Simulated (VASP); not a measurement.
# LaCuTe2 (R-3m) in VASP: single point with PBE

Aim: the single point of LaCuTe2 with PBE.

Everything below comes from runs of VASP 6.6.1. Logs are shortened: lines on timing, memory, paths and dates and some standing lists are left out, and cuts for length are marked.

### 1 The cell of the first run

The structure is trigonal, space group R-3m (No. 166). Conventional cell: a = 4.508 Å, b = 4.508 Å, c = 20.394 Å, α = 90.00°, β = 90.00°, γ = 120.00°. Within 3.9 Å of Cu (site symmetry -3m) lie 6 Te at 3.00 Å. Within 4.3 Å of La (site symmetry -3m) lie 6 Te at 3.23 Å and 6 Cu at 4.28 Å. Te (site symmetry 3m) has 3 Cu at 3.00 Å and 3 La at 3.23 Å and 3 Te at 3.95 Å within 4.0 Å.

### 2 Single point, PBE (strain +0.7%)

INCAR

```
SYSTEM = LaCuTe2
PREC = Accurate
ENCUT = 520
EDIFF = 1E-6
ISMEAR = -1
SIGMA = 0.02
LREAL = .FALSE.
LASPH = .TRUE.
NELM = 80
ALGO = Normal
ISIF = 2
LWAVE = .FALSE.
LCHARG = .FALSE.
GGA = PE
NBANDS = 25
```

KPOINTS

```
regular mesh
0
G
  6 6 6
  0 0 0
```

POSCAR

```
LaCuTe2
1.0
    2.2539850032      1.3013388483      6.7981355374
   -2.2539850032      1.3013388483      6.7981355374
    0.0000000000     -2.6026776967      6.7981355374
Cu La Te
1 1 2
Direct
    1.0000000000      0.0000000000      0.0000000000
    0.5000000000      0.5000000000      0.5000000000
    0.2604150060      0.2604150060      0.2604150060
    0.7395849940      0.7395849940      0.7395849940
```

Potentials or basis: VASP PAW PBE potentials, release 64 (Cu, La, Te).

Launch:

```bash
$ cat potpaw_PBE.64/Cu/POTCAR potpaw_PBE.64/La/POTCAR potpaw_PBE.64/Te/POTCAR > POTCAR
$ mpirun -np 1 vasp_std > vasp.out
```

OUTCAR:

```text
SYSTEM = LaCuTe2
   PREC = Accurate
   ENCUT = 520
   EDIFF = 1E-6
   ISMEAR = -1
   LREAL = .FALSE.
   LASPH = .TRUE.
   NELM = 80
   ISIF = 2
   GGA = PE

 ion  position               nearest neighbor table
   1  0.000  0.000  0.000-   4 3.00   3 3.00   4 3.00   4 3.00   3 3.00   3 3.00
   2  0.500  0.500  0.500-   3 3.23   4 3.23   3 3.23   3 3.23   4 3.23   4 3.23
   3  0.260  0.260  0.260-   1 3.00   1 3.00   1 3.00   2 3.23   2 3.23   2 3.23
   4  0.740  0.740  0.740-   1 3.00   1 3.00   1 3.00   2 3.23   2 3.23   2 3.23

  LATTYP: Found a trigonal (rhomboedric) cell.
 ALAT       =     7.2793253793
 COS(alpha) =     0.8082436409

  Lattice vectors:

 A1 = (   2.2539850032,   1.3013388483,   6.7981355374)
 A2 = (  -2.2539850032,   1.3013388483,   6.7981355374)
 A3 = (   0.0000000000,  -2.6026776967,   6.7981355374)

Analysis of symmetry for initial positions (statically):
=====================================================================
 Subroutine PRICEL returns:
 Original cell was already a primitive cell.

 Routine SETGRP: Setting up the symmetry group for a
 trigonal (rhombohedral) supercell.

 Subroutine GETGRP returns: Found 12 space group operations
 (whereof 12 operations were pure point group operations)
 out of a pool of 12 trial point group operations.

The static configuration has the point symmetry D_3d.

Analysis of symmetry for dynamics (positions and initial velocities):
=====================================================================
 Subroutine PRICEL returns:
 Original cell was already a primitive cell.

 Routine SETGRP: Setting up the symmetry group for a
 trigonal (rhombohedral) supercell.

 Subroutine GETGRP returns: Found 12 space group operations
 (whereof 12 operations were pure point group operations)
 out of a pool of 12 trial point group operations.

The dynamic configuration has the point symmetry D_3d.

 Subroutine INISYM returns: Found 12 space group operations
 (whereof 12 operations are pure point group operations),
 and found     1 'primitive' translations

----------------------------------------------------------------------------------------

                                     Primitive cell

  volume of cell :     119.6417

  direct lattice vectors                    reciprocal lattice vectors
     2.253985003  1.301338848  6.798135537     0.221829338  0.128073228  0.049033052
    -2.253985003  1.301338848  6.798135537    -0.221829338  0.128073228  0.049033052
     0.000000000 -2.602677697  6.798135537     0.000000000 -0.256146455  0.049033052
[... 88 lines left out ...]
   EDIFF  = 0.1E-05   stopping-criterion for ELM
   LREAL  =      F    real-space projection
   EDIFFG = 0.1E-04   stopping-criterion for IOM
   NSW    =      0    number of steps for IOM
   IBRION =     -1    ionic relax: 0-MD 1-quasi-New 2-CG
   NFREE  =      0    steps in history (QN), initial steepest desc. (CG)
   ISIF   =      2    stress and relaxation
   ISYM   =      2    0-nonsym 1-usesym 2-fastsym
   POTIM  = 0.5000    time-step for ionic-motion
   TEBEG  =    0.0;   TEEND  =   0.0 temperature during run
   PSTRESS=    0.0 pullay stress
   NELECT =      34.0000    total number of electrons
   NUPDOWN=      -1.0000    fix difference up-down
   EMIN   =  10.00;   EMAX   =-10.00  energy-range for DOS
   EFERMI =   0.00;   METHOD = LEGACY
   ISMEAR =    -1;   SIGMA  =   0.02  broadening in eV -4-tet -1-fermi 0-gaus
   EFERMI_NEDOS =   21; number of points for ismear=-14 and -15
   IALGO  =     38    algorithm
   IMIX   =      4    mixing-type and parameters
     AMIX     =   0.40;   BMIX     =  1.00
     AMIX_MAG =   1.60;   BMIX_MAG =  1.00
  volume/ion in A,a.u.               =      29.91       201.85
  Fermi-wavevector in a.u.,A,eV,Ry     =   1.076317  2.033945 15.761790  1.158459
  Thomas-Fermi vector in A             =   2.212198
   LORBIT       =      0    0 simple, 1 ext, 2 COOP (PROOUT), +10 PAW based schemes
   GGA     = PE    functional components
   LHFCALC =     F    Hartree Fock is set to
   AEXX    =    0.0000 exact exchange contribution
   IVDW    =     0    specifies the selected vdW correction
   LEPSILON=     F    determine dielectric tensor
   LRPA    =     F    only Hartree local field effects (RPA)
 non-spin polarized calculation
  energy-cutoff  :      520.00
  volume of cell :      119.64
 maximum number of plane-waves:      3253
   NGX = 27   NGY = 27   NGZ = 27

 number of electron      33.9999997 magnetization

 Free energy of the ion-electron system (eV)
  ---------------------------------------------------
  ext. energy  EPLUGINS =         0.00000000
  ---------------------------------------------------
  free energy    TOTEN  =       -18.03968707 eV

  energy without entropy =      -18.03968707  energy(sigma->0) =      -18.03968707

 E-fermi :   6.5028     XC(G=0):  -9.4822

 val. band max:        6.0708488996   @ k =   0.1667   0.1667   0.0000
 cond. band min:       6.9079782787   @ k =   0.5000   0.5000   0.0000
 fundamental gap:      0.8371293791
 Fermi energy:         6.5027786093

 k-point     1 :       0.0000    0.0000    0.0000
  band No.  band energies     occupation
      1     -26.6745      2.00000
      2     -10.5670      2.00000
      3     -10.3065      2.00000
      4     -10.3065      2.00000
      5      -5.1106      2.00000
      6      -3.7885      2.00000
[... 661 lines left out ...]
     24       8.2695      0.00000
     25       8.3247      0.00000

 [... further k-points ...]

------------------------ aborting loop because EDIFF is reached ----------------------------------------

  FORCE on cell =-STRESS in cart. coord.  units (eV):
  Direction    XX          YY          ZZ          XY          YZ          ZX
  --------------------------------------------------------------------------------------
  -------------------------------------------------------------------------------------
  Total       -0.6214995     -0.6214995     -0.7978087      0.0000000      0.0000000      0.0000000
  in kB       -8.3227886     -8.3227886    -10.6838273      0.0000000      0.0000000      0.0000000
  external PRESSURE =      -9.1098015 kB  Pullay stress =       0.0000000 kB

 VOLUME and BASIS-vectors are now :
 -----------------------------------------------------------------------------
  energy-cutoff  :      520.00
  volume of cell :      119.64
      direct lattice vectors                 reciprocal lattice vectors
     2.253985003  1.301338848  6.798135537     0.221829338  0.128073228  0.049033052
    -2.253985003  1.301338848  6.798135537    -0.221829338  0.128073228  0.049033052
     0.000000000 -2.602677697  6.798135537     0.000000000 -0.256146455  0.049033052

 POSITION                                       TOTAL-FORCE (eV/Angst)
 -----------------------------------------------------------------------------------
      0.00000      0.00000      0.00000        -0.000000      0.000000     -0.000000
      0.00000     -0.00000     10.19720        -0.000000      0.000000     -0.000000
      0.00000     -0.00000      5.31101         0.000000     -0.000000      0.052147
      0.00000     -0.00000     15.08340         0.000000      0.000000     -0.052147
 -----------------------------------------------------------------------------------
    total drift:                               -0.000000     -0.000000      0.000000

  FREE ENERGIE OF THE ION-ELECTRON SYSTEM (eV)
  ---------------------------------------------------
  free  energy   TOTEN  =       -18.0396870715 eV

  energy  without entropy=      -18.0396870714  energy(sigma->0) =      -18.03968707
```

It took 10 min on 1 thread of Intel Xeon Platinum 8259CL at 2.50GHz (Skylake/Cascade Lake), shared host; peak memory 0.48 GiB.

What came out:

| Property | Result |
| --- | --- |
| Free energy | -18.0397 eV |
| Pressure | -0.9 GPa |
| Largest force | 0.052 eV/Å |
| Band gap on the k mesh | 0.84 eV (least direct gap 1.30 eV) |

Forces on the atoms (eV/Å):
```
Cu   0.000  0.000  0.000
La   0.000  0.000  0.000
Te   0.000  0.000  0.052
Te   0.000  0.000 -0.052
```

Caveat: the cell differs from its parent crystal (strain +0.7%); spin-orbit coupling is left out, which moves the levels of the heavy elements. A k mesh can miss the band edges.
